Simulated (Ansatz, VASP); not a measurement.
# CuMoSe2 in VASP and in Ansatz

```xyz
4
Lattice="1.9140 1.1050 6.9484 -1.9140 1.1050 6.9484 0.0000 -2.2100 6.9484" Properties=species:S:1:pos:R:3 pbc="T T T"
Cu    0.0000    0.0000   10.4226
Mo    0.0000    0.0000    0.0000
Se    0.0000    0.0000    5.5594
Se    0.0000    0.0000   15.2858
```

Alike in both runs: task single point; functional PBE; k mesh 6 × 6 × 6; occupations gaussian, width 0.05 eV; collinear spin; Hubbard terms Mo d U = 4.0 eV.

|  | VASP | Ansatz |
| --- | --- | --- |
| version | VASP 6.6.1 | Ansatz 0.2.0 |
| potentials or method | VASP PAW PBE potentials, release 64 (Cu, Mo_sv, Se), cutoff 520 eV | scalar-relativistic, plane waves, PAW |
| valence electrons in the cell | 37 | 65 |

Ansatz gave:

```
gap on the k mesh at the Fermi level (eV)                     : 0.78
least direct gap on the mesh (eV)                             : 1.15
pressure (GPa)                                                : 0.0
traceless stress, the component that is largest in VASP (GPa) : -0.90
rms of the force components (eV/Å)                            : 0.700
net moment per atom (μB)                                      : 0.25
size of the moment on the site where the two differ most (μB) : 0.80
```

**Question.** Which values does VASP return?

**Answer.** gap on the k mesh at the Fermi level (eV): 0.85; least direct gap on the mesh (eV): 1.24; pressure (GPa): 1.5; traceless stress, the component that is largest in VASP (GPa): -2.14; rms of the force components (eV/Å): 0.738; net moment per atom (μB): 0.75; size of the moment on the site where the two differ most (μB): 2.73.

The net moments are unlike, so the other rows may belong to different states. Site moments also hang on the region over which each program counts them. The programs project onto different local orbitals, so the same U acts differently, and such runs can settle in different states. Atom by atom the forces differ by 0.046 eV/Å (rms over components). VASP's potentials hold 37 valence electrons a cell and Ansatz's 65, so a difference there can come from the potentials and not from the codes. Ansatz's warnings: specified occupation not kept, symmetry narrowed by occupation matrices.
